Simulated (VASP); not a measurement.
# Si16Ni (a cell with a defect) in VASP: single point with PBE

Aim: the single point of Si16Ni (a cell with a defect) with PBE.

Everything below comes from runs of VASP 6.6.1. Logs are shortened: lines on timing, memory, paths and dates and some standing lists are left out, and cuts for length are marked.

### 1 The cell of the first run

The cell holds a defect, 17 atoms: a = 7.736 Å, b = 7.736 Å, c = 7.736 Å, α = 60.00°, β = 60.00°, γ = 60.00°.

### 2 Single point, PBE

Contents of INCAR:

```
SYSTEM = Si16Ni
  PREC = Accurate
  ENCUT = 520
  EDIFF = 1E-7
  ISMEAR = 0
  SIGMA = 0.02
  LREAL = Auto
  LASPH = .TRUE.
  NELM = 80
  ALGO = Normal
  ISIF = 2
  LWAVE = .FALSE.
  LCHARG = .FALSE.
  GGA = PE
  NBANDS = 51
```

Contents of KPOINTS:

```
regular mesh
0
G
  2 2 2
  0 0 0
```

Contents of POSCAR:

```
Si16Ni
1.0
    0.0000000000      5.4700937627     -5.4700937627
    5.4700937627      5.4700937627      0.0000000000
    5.4700937627      0.0000000000     -5.4700937627
Si Ni
16 1
Direct
    0.1277406806      0.1369641056      0.1369282744
    0.1188487855      0.6463441311      0.1159413399
    0.5983668913      0.1369283659      0.1369640142
    0.6244443237      0.6287619827      0.1223304442
    0.1188657870      0.1159413399      0.6463441311
    0.1263753475      0.6218200542      0.6217972027
    0.6244632447      0.1223303528      0.6287620741
    0.6300072996      0.6217972027      0.6218200542
    0.2491434442      0.7628227561      0.2476495027
    0.2266267369      0.2733732848      0.2733732848
    0.7403746034      0.7627925006      0.2476708003
    0.7438676879      0.2561323555      0.2561323555
    0.2557072256      0.7442928178      0.7442928178
    0.2491621824      0.2476708003      0.7627925006
    0.7514034820      0.7485965831      0.7485965831
    0.7403843838      0.2476495027      0.7628227561
   -0.0362640950      0.0362640950      0.0362640950
```

Potentials or basis: VASP PAW PBE potentials, release 64 (Si, Ni).

Started as:

```console
$ cat potpaw_PBE.64/Si/POTCAR potpaw_PBE.64/Ni/POTCAR > POTCAR
$ mpirun -np 1 vasp_std > vasp.out
```

OUTCAR:

```text
SYSTEM = Si16Ni
   PREC = Accurate
   ENCUT = 520
   EDIFF = 1E-7
   ISMEAR = 0
   LREAL = Auto
   LASPH = .TRUE.
   NELM = 80
   ISIF = 2
   GGA = PE

 ion  position               nearest neighbor table
   1  0.128  0.137  0.137-  17 2.33  10 2.35  14 2.37   9 2.37  12 2.43
   2  0.119  0.646  0.116-  13 2.35  10 2.37  11 2.39   9 2.39  17 2.49
   3  0.598  0.137  0.137-  17 2.33  10 2.35  11 2.37  16 2.37  12 2.43
   4  0.624  0.629  0.122-  12 2.35  15 2.36  11 2.37   9 2.37
   5  0.119  0.116  0.646-  13 2.35  10 2.37  14 2.39  16 2.39  17 2.49
   6  0.126  0.622  0.622-  13 2.36   9 2.37  14 2.37  15 2.37
   7  0.624  0.122  0.629-  12 2.35  15 2.36  14 2.37  16 2.37
   8  0.630  0.622  0.622-  13 2.36  16 2.37  11 2.37  15 2.37
   9  0.249  0.763  0.248-   6 2.37   1 2.37   4 2.37   2 2.39  17 2.74
  10  0.227  0.273  0.273-   3 2.35   1 2.35   2 2.37   5 2.37
  11  0.740  0.763  0.248-   8 2.37   3 2.37   4 2.37   2 2.39  17 2.74
  12  0.744  0.256  0.256-   4 2.35   7 2.35  17 2.41   1 2.43   3 2.43
  13  0.256  0.744  0.744-   5 2.35   2 2.35   8 2.36   6 2.36
  14  0.249  0.248  0.763-   6 2.37   1 2.37   7 2.37   5 2.39  17 2.74
  15  0.751  0.749  0.749-   7 2.36   4 2.36   6 2.37   8 2.37
  16  0.740  0.248  0.763-   8 2.37   3 2.37   7 2.37   5 2.39  17 2.74
  17  0.964  0.036  0.036-   1 2.33   3 2.33  12 2.41   2 2.49   5 2.49  16 2.74   9 2.74  11 2.74
                            14 2.74

  LATTYP: Found a face centered cubic cell.
 ALAT       =    10.9401875254

  Lattice vectors:

 A1 = (   0.0000000000,   5.4700937627,  -5.4700937627)
 A2 = (   5.4700937627,   5.4700937627,   0.0000000000)
 A3 = (   5.4700937627,   0.0000000000,  -5.4700937627)

Analysis of symmetry for initial positions (statically):
=====================================================================
 Subroutine PRICEL returns:
 Original cell was already a primitive cell.

 Routine SETGRP: Setting up the symmetry group for a
 face centered cubic supercell.

 Subroutine GETGRP returns: Found  2 space group operations
 (whereof  2 operations were pure point group operations)
 out of a pool of 48 trial point group operations.

The static configuration has the point symmetry C_2 .

Analysis of symmetry for dynamics (positions and initial velocities):
=====================================================================
 Subroutine PRICEL returns:
 Original cell was already a primitive cell.

 Routine SETGRP: Setting up the symmetry group for a
 face centered cubic supercell.

 Subroutine GETGRP returns: Found  2 space group operations
 (whereof  2 operations were pure point group operations)
 out of a pool of 48 trial point group operations.

The dynamic configuration has the point symmetry C_2 .

 Subroutine INISYM returns: Found  2 space group operations
 (whereof  2 operations are pure point group operations),
 and found     1 'primitive' translations

----------------------------------------------------------------------------------------

                                     Primitive cell

  volume of cell :     327.3515

  direct lattice vectors                    reciprocal lattice vectors
     0.000000000  5.470093763 -5.470093763    -0.091406111  0.091406111 -0.091406111
     5.470093763  5.470093763  0.000000000     0.091406111  0.091406111  0.091406111
     5.470093763  0.000000000 -5.470093763     0.091406111 -0.091406111 -0.091406111

  length of vectors
     7.735880787  7.735880787  7.735880787     0.158320029  0.158320029  0.158320029

  position of ions in fractional coordinates (direct lattice)
     0.127740681  0.136964106  0.136928274
     0.118848785  0.646344131  0.115941340
     0.598366891  0.136928366  0.136964014
     0.624444324  0.628761983  0.122330444
     0.118865787  0.115941340  0.646344131
     0.126375348  0.621820054  0.621797203
[... 9 lines left out ...]
     0.740384384  0.247649503  0.762822756
     0.963735905  0.036264095  0.036264095

  ion indices of the primitive-cell ions
   primitive index   ion index
                 1           1
                 2           2
                 3           3
                 4           4
                 5           5
                 6           6
[... 9 lines left out ...]
                16          16
                17          17

----------------------------------------------------------------------------------------

 KPOINTS: regular mesh

Automatic generation of k-mesh.
 Grid dimensions read from file:
 generate k-points for:    2    2    2

 Generating k-lattice:

  Cartesian coordinates                     Fractional coordinates (reciprocal lattice)
    -0.045703056  0.045703056 -0.045703056     0.500000000  0.000000000  0.000000000
     0.045703056  0.045703056  0.045703056     0.000000000  0.500000000  0.000000000
     0.045703056 -0.045703056 -0.045703056     0.000000000  0.000000000  0.500000000

  Length of vectors
     0.079160015  0.079160015  0.079160015

  Shift w.r.t. Gamma in fractional coordinates (k-lattice)
     0.000000000  0.000000000  0.000000000

 Subroutine IBZKPT returns following result:
 ===========================================

 Found      6 irreducible k-points:

 Following reciprocal coordinates:
            Coordinates               Weight
  0.000000  0.000000  0.000000      1.000000
  0.500000  0.000000  0.000000      2.000000
  0.000000  0.500000  0.000000      2.000000
  0.500000  0.500000  0.000000      1.000000
  0.000000  0.500000  0.500000      1.000000
  0.500000  0.000000  0.500000      1.000000
   k-points           NKPTS =      6   k-points in BZ     NKDIM =      6   number of bands    NBANDS=     51
   number of dos      NEDOS =    301   number of ions     NIONS =     17
   total plane-waves  NPLWV = 216000
   dimension x,y,z NGX =    60 NGY =   60 NGZ =   60
   dimension x,y,z NGXF=   120 NGYF=  120 NGZF=  120
   ions per type =              16   1
   NGX,Y,Z   is equivalent  to a cutoff of  12.89, 12.89, 12.89 a.u.
   NGXF,Y,Z  is equivalent  to a cutoff of  25.79, 25.79, 25.79 a.u.
 SYSTEM =  Si16Ni
   PREC   = accura    normal or accurate (medium, high low for compatibility)
   ISTART =      0    job   : 0-new  1-cont  2-samecut
   ICHARG =      2    charge: 1-file 2-atom 10-const
   ISPIN  =      1    spin polarized calculation?
   LNONCOLLINEAR =      F non collinear calculations
   LSORBIT =      F    spin-orbit coupling
   LASPH  =      T    aspherical Exc in radial PAW
   ENCUT  =  520.0 eV  38.22 Ry    6.18 a.u.  14.38 14.38 14.38*2*pi/ulx,y,z
   NELM   =     80;   NELMIN=  2; NELMDL= -5     # of ELM steps
   EDIFF  = 0.1E-06   stopping-criterion for ELM
   LREAL  =      T    real-space projection
   EDIFFG = 0.1E-05   stopping-criterion for IOM
   NSW    =      0    number of steps for IOM
   IBRION =     -1    ionic relax: 0-MD 1-quasi-New 2-CG
   NFREE  =      0    steps in history (QN), initial steepest desc. (CG)
   ISIF   =      2    stress and relaxation
   ISYM   =      2    0-nonsym 1-usesym 2-fastsym
   POTIM  = 0.5000    time-step for ionic-motion
   TEBEG  =    0.0;   TEEND  =   0.0 temperature during run
   PSTRESS=    0.0 pullay stress
   NELECT =      74.0000    total number of electrons
   NUPDOWN=      -1.0000    fix difference up-down
   EMIN   =  10.00;   EMAX   =-10.00  energy-range for DOS
   EFERMI =   0.00;   METHOD = LEGACY
   ISMEAR =     0;   SIGMA  =   0.02  broadening in eV -4-tet -1-fermi 0-gaus
   EFERMI_NEDOS =   21; number of points for ismear=-14 and -15
   IALGO  =     38    algorithm
   IMIX   =      4    mixing-type and parameters
     AMIX     =   0.40;   BMIX     =  1.00
     AMIX_MAG =   1.60;   BMIX_MAG =  1.00
  volume/ion in A,a.u.               =      19.26       129.95
  Fermi-wavevector in a.u.,A,eV,Ry     =   0.997273  1.884572 13.531715  0.994553
  Thomas-Fermi vector in A             =   2.129418
   LORBIT       =      0    0 simple, 1 ext, 2 COOP (PROOUT), +10 PAW based schemes
   GGA     = PE    functional components
   LHFCALC =     F    Hartree Fock is set to
   AEXX    =    0.0000 exact exchange contribution
   IVDW    =     0    specifies the selected vdW correction
   LEPSILON=     F    determine dielectric tensor
   LRPA    =     F    only Hartree local field effects (RPA)
 non-spin polarized calculation
 Gauss-broadening in eV      SIGMA  =   0.02
  energy-cutoff  :      520.00
  volume of cell :      327.35
 maximum number of plane-waves:      8824
 NGX is ok and might be reduce to    60
   NGX = 29   NGY = 29   NGZ = 29

 number of electron      74.0000003 magnetization

 Free energy of the ion-electron system (eV)
  ---------------------------------------------------
  ext. energy  EPLUGINS =         0.00000000
  ---------------------------------------------------
  free energy    TOTEN  =       -90.24534141 eV

  energy without entropy =      -90.24534140  energy(sigma->0) =      -90.24534140

 E-fermi :   6.2969     XC(G=0):  -9.5832

 val. band max:        6.2243668058   @ k =   0.0000   0.0000   0.0000
 cond. band min:       6.3695021692   @ k =   0.0000   0.0000   0.0000
 fundamental gap:      0.1451353634
 Fermi energy:         6.2969366608

 k-point     1 :       0.0000    0.0000    0.0000
  band No.  band energies     occupation
      1      -5.9549      2.00000
      2      -3.6586      2.00000
      3      -3.6504      2.00000
      4      -3.5997      2.00000
      5      -3.5957      2.00000
      6      -2.0549      2.00000
[... 41 lines left out ...]
     48       8.3687      0.00000
     49       8.5848      0.00000

 k-point     2 :       0.5000    0.0000    0.0000
  band No.  band energies     occupation
      1      -5.2585      2.00000
      2      -5.0628      2.00000
      3      -3.3914      2.00000
      4      -3.3546      2.00000
      5      -3.2845      2.00000
      6      -3.1708      2.00000
[... 200 lines left out ...]
 k-point     6 :       0.5000    0.0000    0.5000
  band No.  band energies     occupation
      1      -4.9925      2.00000
      2      -4.8069      2.00000
      3      -3.9879      2.00000
      4      -3.9003      2.00000
      5      -3.8802      2.00000
      6      -3.8310      2.00000
[... 41 lines left out ...]
     48      10.3029      0.00000
     49      10.3055      0.00000
 [bands above 49 left out]

------------------------ aborting loop because EDIFF is reached ----------------------------------------

  FORCE on cell =-STRESS in cart. coord.  units (eV):
  Direction    XX          YY          ZZ          XY          YZ          ZX
  --------------------------------------------------------------------------------------
  -------------------------------------------------------------------------------------
  Total        2.3011269      0.3458257      0.3444005      0.0000000     -0.8593798      0.0000000
  in kB       11.2625528      1.6925969      1.6856212      0.0000000     -4.2061177      0.0000000
  external PRESSURE =       4.8802570 kB  Pullay stress =       0.0000000 kB

 VOLUME and BASIS-vectors are now :
 -----------------------------------------------------------------------------
  energy-cutoff  :      520.00
  volume of cell :      327.35
      direct lattice vectors                 reciprocal lattice vectors
     0.000000000  5.470093763 -5.470093763    -0.091406111  0.091406111 -0.091406111
     5.470093763  5.470093763  0.000000000     0.091406111  0.091406111  0.091406111
     5.470093763  0.000000000 -5.470093763     0.091406111 -0.091406111 -0.091406111

 POSITION                                       TOTAL-FORCE (eV/Angst)
 -----------------------------------------------------------------------------------
      1.49822      1.44796     -1.44776        -0.003960      0.003982     -0.004272
      4.16977      4.18568     -1.28432         0.005505     -0.001723     -0.001682
      1.49822      4.02213     -4.02233        -0.003960     -0.003982      0.004272
      4.10855      6.85516     -4.08493        -0.001469      0.001087      0.000931
      4.16977      1.28442     -4.18577         0.005505      0.001723      0.001682
      6.80270      4.09270     -4.09257         0.002924     -0.004335      0.004185
[... 9 lines left out ...]
      5.52738      5.40464     -8.22268        -0.003280     -0.002359      0.006925
      0.39674      5.47009     -5.47009        -0.008023      0.000000      0.000000
 -----------------------------------------------------------------------------------
    total drift:                                0.001041     -0.000109      0.000061

  FREE ENERGIE OF THE ION-ELECTRON SYSTEM (eV)
  ---------------------------------------------------
  free  energy   TOTEN  =       -90.2453414072 eV

  energy  without entropy=      -90.2453414018  energy(sigma->0) =      -90.24534140
```

It took 2 min on 1 thread of Intel Xeon 6975P-C (Granite Rapids), shared host; peak memory 0.47 GiB.

What came out:

- Free energy: -90.2453 eV
- Pressure: 0.5 GPa
- Largest force: 0.019 eV/Å
- Band gap on the k mesh: 0.15 eV

Forces on the atoms (eV/Å):
```
Si  -0.004  0.004 -0.004
Si   0.006 -0.002 -0.002
Si  -0.004 -0.004  0.004
Si  -0.001  0.001  0.001
Si   0.006  0.002  0.002
Si   0.003 -0.004  0.004
Si  -0.001 -0.001 -0.001
Si   0.003  0.004 -0.004
Si  -0.003  0.002 -0.007
Si  -0.009  0.000  0.000
Si  -0.003 -0.007  0.002
Si   0.019  0.000  0.000
Si   0.001  0.000  0.000
Si  -0.003  0.007 -0.002
Si   0.003  0.000  0.000
Si  -0.003 -0.002  0.007
Ni  -0.008  0.000  0.000
```

Stress tensor (GPa, compression positive):
```
 1.13  0.00  0.00
 0.00  0.17 -0.42
 0.00 -0.42  0.17
```

Levels at points of the mesh, in eV from the valence-band top:
```csv
k point,band 35,band 36,band 37,band 38,band 39,band 40
"(0.00, 0.00, 0.00)",-0.27,-0.23,0.00,0.15,0.59,0.62
"(0.50, 0.00, 0.00)",-0.68,-0.52,-0.33,0.66,1.27,1.29
"(0.00, 0.50, 0.00)",-0.71,-0.49,-0.20,0.72,1.08,1.34
"(0.50, 0.50, 0.00)",-1.03,-1.00,-0.40,0.76,1.14,2.01
"(0.00, 0.50, 0.50)",-1.15,-0.82,-0.22,0.74,1.18,2.00
"(0.50, 0.00, 0.50)",-1.03,-1.00,-0.40,0.76,1.14,2.01
```

Caveat: the k points lie up to 0.50 Å⁻¹ apart.
